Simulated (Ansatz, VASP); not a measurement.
One calculation of CsSnI3, two programs

The input INCAR:

```
SYSTEM = CsSnI3
ALGO = Normal
EDIFF = 1E-7
ENCUT = 520
GGA = PE
ISIF = 2
ISMEAR = 0
LASPH = .TRUE.
LCHARG = .FALSE.
LREAL = .FALSE.
LWAVE = .FALSE.
NBANDS = 30
NELM = 80
PREC = Accurate
SIGMA = 0.01
```

File KPOINTS:

```
k-points
0
G
  4 4 4
  0 0 0
```

File POSCAR:

```
CsSnI3
1.0
    6.2414907984      0.0000000000      0.0000000000
    0.0000000000      6.2414907984      0.0000000000
    0.0000000000      0.0000000000      6.2414907984
Cs Sn I
1 1 3
Direct
    0.0000000000      0.0000000000      0.0000000000
    0.5000000000      0.5000000000      0.5000000000
    0.5000000000      0.5000000000      0.0000000000
    0.5000000000      0.0000000000      0.5000000000
    0.0000000000      0.5000000000      0.5000000000
```

Input for Ansatz:

```yaml
crystal:
  lattice:
    - [6.2414907984, 0.0, 0.0]
    - [0.0, 6.2414907984, 0.0]
    - [0.0, 0.0, 6.2414907984]
  atoms:
    - { symbol: Cs, position: [0.0, 0.0, 0.0] }
    - { symbol: Sn, position: [0.5, 0.5, 0.5] }
    - { symbol: I, position: [0.5, 0.5, 0.0] }
    - { symbol: I, position: [0.5, 0.0, 0.5] }
    - { symbol: I, position: [0.0, 0.5, 0.5] }
kpoints:
  mp_grid: { grid: [4, 4, 4] }
  band_path:
    path: [[0.0, 0.0, 0.0], [0.0, 0.5, 0.0], [0.5, 0.5, 0.0], [0.5, 0.5, 0.5]]
    npoints: 1
hamiltonian:
  xc: pbe
scf:
  occupations: { method: fixed }
  n_extra_bands: 5
output:
  forces: true
  stress: true
  eigenvalues: true
```

Alike in both runs: task single point; functional PBE; k mesh 4 × 4 × 4; no spin polarisation.

|  | VASP | Ansatz |
| --- | --- | --- |
| version | VASP 6.6.1 | Ansatz 0.2.0 |
| potentials or method | VASP PAW PBE potentials, release 64 (Cs_sv, Sn_d, I) | plane waves, PAW |
| plane-wave cutoff (eV) | 520 | 420 |
| occupations | gaussian, width 0.01 eV | fixed |
| valence electrons in the cell | 44 | 74 |

```csv
,VASP,Ansatz,Ansatz less VASP
gap on the k mesh at the Fermi level (eV),0.38,0.38,+0.005
pressure (GPa),0.5,0.5,0.00
```

VASP's potentials hold 44 valence electrons a cell and Ansatz's 74, so a difference there can come from the potentials and not from the codes.

Neither program's run includes spin-orbit coupling.
